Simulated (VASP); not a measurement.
CdSe: relaxation of cell and atoms with RPBE

The system is CdSe.

```
Cd Se
1.0
     4.34202    0.00000    0.00000
     2.17101    3.76030    0.00000
     2.17101    1.25343    3.54524
Cd Se
1 1
Direct
  0.00000 0.00000 0.00000
  0.75000 0.75000 0.75000
```

```json
{
  "Program": "VASP 6.6.1",
  "Task": "relaxation of cell and atoms",
  "Functional": "RPBE",
  "Potentials or basis": "VASP PAW PBE potentials, release 64 (Cd, Se)",
  "Cutoff": "600 eV",
  "k mesh": "6 × 6 × 6",
  "Occupations": "gaussian, width 0.01 eV",
  "Spin": "no spin polarisation",
  "Dipole correction": "no",
  "Further INCAR settings": "ALGO = Normal; EDIFF = 1e-06; IBRION = 2; EDIFFG = -0.01; NSW = 80; ISIF = 3"
}
```

- Relaxed volume: 31.16 Å³/atom
- Relaxed cell: a = 4.450 Å, b = 4.450 Å, c = 4.450 Å, α = 60.00°, β = 60.00°, γ = 60.00°
- Space group after relaxing (to 0.05 Å): F-43m (No. 216)
- Energy gained by relaxing: 22.2 meV/atom
- Ionic steps: 3
- Pressure after relaxing: 0.0 GPa
- Band gap on the k mesh: 0.57 eV, direct

The path:
```csv
step,energy change (eV),largest force (eV/Å),pressure (GPa),volume (Å³)
1,0.0000,0.0000,3.43,57.88
2,-0.0428,0.0000,-0.54,63.23
3,-0.0444,0.0000,0.02,62.31
```

Final structure:
```
Cd Se
1.0
     4.45006    0.00000    0.00000
     2.22503    3.85386    0.00000
     2.22503    1.28462    3.63346
Cd Se
1 1
Direct
  0.00000 0.00000 0.00000
  0.75000 0.75000 0.75000
```

Levels at points of the mesh, in eV from the valence-band top:
```csv
k point,band 6,band 7,band 8,band 9,band 10,band 11,band 12,band 13
"(0.00, 0.00, 0.00)",-7.39,0.00,0.00,0.00,0.57,5.99,5.99,5.99
"(0.50, 0.00, 0.00)",-7.16,-3.77,-0.61,-0.61,2.38,6.49,6.49,7.32
"(0.50, 0.50, 0.00)",-7.10,-3.59,-1.51,-1.51,3.50,3.72,8.88,9.73
```

Wall time 40 s on 1 thread of Intel(R) Xeon(R) Platinum 8259CL CPU @ 2.50GHz (Skylake/Cascade Lake), on a shared host, peak memory 0.22 GiB.

Caveat: the PAW data sets were made with another functional, which shifts forces and pressure a little. As with any semilocal functional, this RPBE gap is likely too small.
